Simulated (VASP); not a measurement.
# NbIn2S3 (P-4m2) in VASP: relaxation of cell and atoms with PBE

Aim: the relaxation of cell and atoms of NbIn2S3 with PBE.

All numbers are computed with VASP 6.6.1; they aren't measurements. Logs are shortened: lines on timing, memory, paths and dates and some standing lists are left out, and cuts for length are marked.

### 1 The cell of the first run

Symmetry: P-4m2, No. 115, tetragonal system. The conventional cell has a = 3.529 Å, b = 3.529 Å, c = 10.281 Å, α = 90.00°, β = 90.00°, γ = 90.00°. Nb (site symmetry -4m2) has 4 S at 2.50 Å and 4 In at 3.31 Å and 4 Nb at 3.53 Å within 3.6 Å. In (site symmetry 2mm) has 6 S at 2.65 to 3.31 Å and 2 Nb at 3.31 Å and 4 In at 3.53 Å within 3.6 Å. S (site symmetry 2mm) has 4 In at 2.65 Å and 4 S at 3.53 Å within 3.6 Å. Within 3.6 Å of S (site symmetry -4m2) lie 4 Nb at 2.50 Å and 4 In at 3.31 Å and 4 S at 3.53 Å.

The cell was generated, and may not be a known phase.

### 2 Relaxation of cell and atoms, PBE

File INCAR:

```
SYSTEM = NbIn2S3
ALGO = Normal
EDIFF = 1E-6
EDIFFG = -0.01
ENCUT = 600
GGA = PE
IBRION = 2
ISIF = 3
ISMEAR = 0
LASPH = .TRUE.
LCHARG = .FALSE.
LREAL = .FALSE.
LWAVE = .FALSE.
NELM = 100
NSW = 100
PREC = Accurate
SIGMA = 0.1
```

File KPOINTS:

```
k-points
0
G
  10 10 4
  0 0 0
```

File POSCAR:

```
NbIn2S3
1.0
    3.5288455910      0.0000000000      0.0000000000
    0.0000000000      3.5288455910      0.0000000000
    0.0000000000      0.0000000000     10.2812130913
Nb In S
1 2 3
Direct
    0.5000000000      0.5000000000      0.0000000000
    0.5000000000      0.0000000000      0.7275262127
    0.0000000000      0.5000000000      0.2724737873
    0.5000000000      0.0000000000      0.3605353207
    0.0000000000      0.5000000000      0.6394646793
    0.0000000000      0.0000000000      0.0000000000
```

Potentials or basis: VASP PAW PBE potentials, release 64 (Nb_sv, In_d, S).

Launch:

```
> cat potpaw_PBE.64/Nb_sv/POTCAR potpaw_PBE.64/In_d/POTCAR potpaw_PBE.64/S/POTCAR > POTCAR
> mpirun -np 1 vasp_std > vasp.out
```

OUTCAR:

```text
SYSTEM = NbIn2S3
   EDIFF = 1E-6
   EDIFFG = -0.01
   ENCUT = 600
   GGA = PE
   IBRION = 2
   ISIF = 3
   ISMEAR = 0
   LASPH = .TRUE.
   LREAL = .FALSE.
   NELM = 100
   NSW = 100
   PREC = Accurate

 ion  position               nearest neighbor table
   1  0.500  0.500  0.000-   6 2.50   6 2.50   6 2.50   6 2.50   3 3.31   3 3.31   2 3.31   2 3.31

   2  0.500  0.000  0.728-   5 2.65   5 2.65   5 2.65   5 2.65   1 3.31   6 3.31   6 3.31   1 3.31

   3  0.000  0.500  0.272-   4 2.65   4 2.65   4 2.65   4 2.65   6 3.31   1 3.31   6 3.31   1 3.31

   4  0.500  0.000  0.361-   3 2.65   3 2.65   3 2.65   3 2.65
   5  0.000  0.500  0.639-   2 2.65   2 2.65   2 2.65   2 2.65
   6  0.000  0.000  0.000-   1 2.50   1 2.50   1 2.50   1 2.50   3 3.31   3 3.31   2 3.31   2 3.31

  LATTYP: Found a simple tetragonal cell.
 ALAT       =     3.5288455910
 C/A-ratio  =     2.9134777440

  Lattice vectors:

 A1 = (   3.5288455910,   0.0000000000,   0.0000000000)
 A2 = (   0.0000000000,   3.5288455910,   0.0000000000)
 A3 = (   0.0000000000,   0.0000000000,  10.2812130913)

Analysis of symmetry for initial positions (statically):
=====================================================================
 Subroutine PRICEL returns:
 Original cell was already a primitive cell.

 Routine SETGRP: Setting up the symmetry group for a
 simple tetragonal supercell.

 Subroutine GETGRP returns: Found  8 space group operations
 (whereof  8 operations were pure point group operations)
 out of a pool of 16 trial point group operations.

The static configuration has the point symmetry D_2d.

Analysis of symmetry for dynamics (positions and initial velocities):
=====================================================================
 Subroutine PRICEL returns:
 Original cell was already a primitive cell.

 Routine SETGRP: Setting up the symmetry group for a
 simple tetragonal supercell.

 Subroutine GETGRP returns: Found  8 space group operations
 (whereof  8 operations were pure point group operations)
 out of a pool of 16 trial point group operations.

The dynamic configuration has the point symmetry D_2d.

 Subroutine INISYM returns: Found  8 space group operations
 (whereof  8 operations are pure point group operations),
 and found     1 'primitive' translations

----------------------------------------------------------------------------------------

                                     Primitive cell

  volume of cell :     128.0294

  direct lattice vectors                    reciprocal lattice vectors
     3.528845591  0.000000000  0.000000000     0.283378792  0.000000000  0.000000000
     0.000000000  3.528845591  0.000000000     0.000000000  0.283378792  0.000000000
     0.000000000  0.000000000 10.281213091     0.000000000  0.000000000  0.097264787

  length of vectors
     3.528845591  3.528845591 10.281213091     0.283378792  0.283378792  0.097264787

  position of ions in fractional coordinates (direct lattice)
     0.500000000  0.500000000  0.000000000
     0.500000000  0.000000000  0.727526213
     0.000000000  0.500000000  0.272473787
     0.500000000  0.000000000  0.360535321
     0.000000000  0.500000000  0.639464679
     0.000000000  0.000000000  0.000000000

  ion indices of the primitive-cell ions
   primitive index   ion index
                 1           1
                 2           2
                 3           3
                 4           4
                 5           5
                 6           6

----------------------------------------------------------------------------------------

 KPOINTS: k-points

Automatic generation of k-mesh.
 Grid dimensions read from file:
 generate k-points for:   10   10    4

 Generating k-lattice:

  Cartesian coordinates                     Fractional coordinates (reciprocal lattice)
     0.028337879  0.000000000  0.000000000     0.100000000  0.000000000  0.000000000
     0.000000000  0.028337879  0.000000000     0.000000000  0.100000000  0.000000000
     0.000000000  0.000000000  0.024316197     0.000000000  0.000000000  0.250000000

  Length of vectors
     0.028337879  0.028337879  0.024316197

  Shift w.r.t. Gamma in fractional coordinates (k-lattice)
     0.000000000  0.000000000  0.000000000

 Subroutine IBZKPT returns following result:
 ===========================================

 Found     63 irreducible k-points:

 Following reciprocal coordinates:
            Coordinates               Weight
  0.000000  0.000000  0.000000      1.000000
  0.100000  0.000000  0.000000      4.000000
  0.200000  0.000000  0.000000      4.000000
  0.300000  0.000000  0.000000      4.000000
  0.400000  0.000000  0.000000      4.000000
  0.500000  0.000000  0.000000      2.000000
[... 16 lines left out ...]
  0.100000  0.000000  0.250000      8.000000
  0.200000  0.000000  0.250000      8.000000
 [... further k-points ...]
   k-points           NKPTS =     63   k-points in BZ     NKDIM =     63   number of bands    NBANDS=     34
   number of dos      NEDOS =    301   number of ions     NIONS =      6
   total plane-waves  NPLWV =  65856
   dimension x,y,z NGX =    28 NGY =   28 NGZ =   84
   dimension x,y,z NGXF=    56 NGYF=   56 NGZF=  168
   ions per type =               1   2   3
   NGX,Y,Z   is equivalent  to a cutoff of  13.19, 13.19, 13.58 a.u.
   NGXF,Y,Z  is equivalent  to a cutoff of  26.38, 26.38, 27.17 a.u.
 SYSTEM =  NbIn2S3
   PREC   = accura    normal or accurate (medium, high low for compatibility)
   ISTART =      0    job   : 0-new  1-cont  2-samecut
   ICHARG =      2    charge: 1-file 2-atom 10-const
   ISPIN  =      1    spin polarized calculation?
   LNONCOLLINEAR =      F non collinear calculations
   LSORBIT =      F    spin-orbit coupling
   LASPH  =      T    aspherical Exc in radial PAW
   ENCUT  =  600.0 eV  44.10 Ry    6.64 a.u.   7.05  7.05 20.53*2*pi/ulx,y,z
   NELM   =    100;   NELMIN=  2; NELMDL= -5     # of ELM steps
   EDIFF  = 0.1E-05   stopping-criterion for ELM
   LREAL  =      F    real-space projection
   EDIFFG = -.1E-01   stopping-criterion for IOM
   NSW    =    100    number of steps for IOM
   IBRION =      2    ionic relax: 0-MD 1-quasi-New 2-CG
   NFREE  =      1    steps in history (QN), initial steepest desc. (CG)
   ISIF   =      3    stress and relaxation
   ISYM   =      2    0-nonsym 1-usesym 2-fastsym
   POTIM  = 0.5000    time-step for ionic-motion
   TEBEG  =    0.0;   TEEND  =   0.0 temperature during run
   PSTRESS=    0.0 pullay stress
   NELECT =      57.0000    total number of electrons
   NUPDOWN=      -1.0000    fix difference up-down
   EMIN   =  10.00;   EMAX   =-10.00  energy-range for DOS
   EFERMI =   0.00;   METHOD = LEGACY
   ISMEAR =     0;   SIGMA  =   0.10  broadening in eV -4-tet -1-fermi 0-gaus
   EFERMI_NEDOS =   21; number of points for ismear=-14 and -15
   IALGO  =     38    algorithm
   IMIX   =      4    mixing-type and parameters
     AMIX     =   0.40;   BMIX     =  1.00
     AMIX_MAG =   1.60;   BMIX_MAG =  1.00
  volume/ion in A,a.u.               =      21.34       144.00
  Fermi-wavevector in a.u.,A,eV,Ry     =   1.250057  2.362266 21.261049  1.562643
  Thomas-Fermi vector in A             =   2.384069
   LORBIT       =      0    0 simple, 1 ext, 2 COOP (PROOUT), +10 PAW based schemes
   GGA     = PE    functional components
   LHFCALC =     F    Hartree Fock is set to
   AEXX    =    0.0000 exact exchange contribution
   IVDW    =     0    specifies the selected vdW correction
   LEPSILON=     F    determine dielectric tensor
   LRPA    =     F    only Hartree local field effects (RPA)
 conjugate gradient relaxation of ions
 non-spin polarized calculation
 Gauss-broadening in eV      SIGMA  =   0.10
  energy-cutoff  :      600.00
  volume of cell :      128.03
 maximum number of plane-waves:      4304
   NGX = 15   NGY = 15   NGZ = 41

--------------------------------------- Ionic step        1  -------------------------------------------

 number of electron      57.0000010 magnetization

 Free energy of the ion-electron system (eV)
  ---------------------------------------------------
  ext. energy  EPLUGINS =         0.00000000
  ---------------------------------------------------
  free energy    TOTEN  =       -28.82151307 eV

  energy without entropy =      -28.79917789  energy(sigma->0) =      -28.81034548

------------------------ aborting loop because EDIFF is reached ----------------------------------------

  FORCE on cell =-STRESS in cart. coord.  units (eV):
  Direction    XX          YY          ZZ          XY          YZ          ZX
  --------------------------------------------------------------------------------------
  -------------------------------------------------------------------------------------
  Total        0.2626265      0.2626265     -0.1037360      0.0000000      0.0000000      0.0000000
  in kB        3.2865439      3.2865439     -1.2981660      0.0000000      0.0000000      0.0000000
  external PRESSURE =       1.7583073 kB  Pullay stress =       0.0000000 kB
[... 185 lines left out ...]
  energy  without entropy=      -28.8012163338  energy(sigma->0) =      -28.81238579

--------------------------------------- Ionic step        6  -------------------------------------------

 number of electron      57.0000018 magnetization

 Free energy of the ion-electron system (eV)
  ---------------------------------------------------
  ext. energy  EPLUGINS =         0.00000000
  ---------------------------------------------------
  free energy    TOTEN  =       -28.82370515 eV

  energy without entropy =      -28.80131072  energy(sigma->0) =      -28.81250793

 E-fermi :   7.2576     XC(G=0): -10.3380

 val. band max:        7.2570413170   @ k =   0.5000   0.5000   0.5000
 cond. band min:       7.2682276951   @ k =   0.4000   0.4000   0.2500
 fundamental gap:      0.0111863782
 Fermi energy:         7.2575798437

 k-point     1 :       0.0000    0.0000    0.0000
  band No.  band energies     occupation
      1     -48.4523      2.00000
      2     -24.6059      2.00000
      3     -24.6059      2.00000
      4     -24.3065      2.00000
      5      -7.7915      2.00000
      6      -7.6192      2.00000
[... 877 lines left out ...]
     33       9.0929      0.00000
     34      10.3707      0.00000

 [... further k-points ...]
[... 5 lines left out ...]
  --------------------------------------------------------------------------------------
  -------------------------------------------------------------------------------------
  Total       -0.0243791     -0.0243791      0.0334539      0.0000000     -0.0000000      0.0000000
  in kB       -0.3059063     -0.3059063      0.4197754      0.0000000     -0.0000000      0.0000000
  external PRESSURE =      -0.0640124 kB  Pullay stress =       0.0000000 kB
[... 21 lines left out ...]
  FREE ENERGIE OF THE ION-ELECTRON SYSTEM (eV)
  ---------------------------------------------------
  free  energy   TOTEN  =       -28.8237051533 eV

  energy  without entropy=      -28.8013107162  energy(sigma->0) =      -28.81250793

 reached required accuracy - stopping structural energy minimisation
```

Wall time 34 min (1 thread of Intel Xeon 8259CL, shared host); peak memory 0.48 GiB.

What came out:

* Free energy: -28.8237 eV
* Relaxed volume: 21.28 Å³/atom
* Relaxed cell: a = 3.532 Å, b = 3.532 Å, c = 10.237 Å, α = 90.00°, β = 90.00°, γ = 90.00°
* Space group after relaxing (to 0.1 Å): P-4m2 (No. 115)
* Energy gained by relaxing: 0.4 meV/atom
* Ionic steps: 6
* Pressure after relaxing: 0.0 GPa
* Largest force after relaxing: 0.006 eV/Å
* Band gap on the k mesh: zero (an odd number of electrons rules out a gap without spin polarisation)

Forces on the atoms (eV/Å):
```
Nb   0.000  0.000  0.000
In   0.000  0.000  0.005
In   0.000  0.000 -0.005
S    0.000  0.000 -0.006
S    0.000  0.000  0.006
S    0.000  0.000  0.000
```

The path:
```tsv
step	energy change (eV)	largest force (eV/Å)	pressure (GPa)	volume (Å³)
1	0.0000	0.1008	0.18	128.03
2	-0.0010	0.0494	-0.29	128.46
3	-0.0011	0.0562	-0.23	128.41
4	-0.0019	0.0306	-0.12	128.04
5	-0.0020	0.0142	0.06	127.44
6	-0.0022	0.0055	-0.01	127.69
```

Final structure:
```yaml
crystal:
  lattice:
    - [3.53172, 0.00000, 0.00000]
    - [0.00000, 3.53172, 0.00000]
    - [0.00000, 0.00000, 10.23688]
  atoms:
    - { symbol: Nb, position: [0.50000, 0.50000, 0.00000] }
    - { symbol: In, position: [0.50000, 0.00000, 0.72889] }
    - { symbol: In, position: [0.00000, 0.50000, 0.27111] }
    - { symbol: S, position: [0.50000, 0.00000, 0.36118] }
    - { symbol: S, position: [0.00000, 0.50000, 0.63882] }
    - { symbol: S, position: [0.00000, 0.00000, 0.00000] }
```

Caveat: spin-orbit coupling is left out, which moves the levels of the heavy elements; an odd number of electrons without spin polarisation forces a metal; a magnetic or distorted state may lie lower.
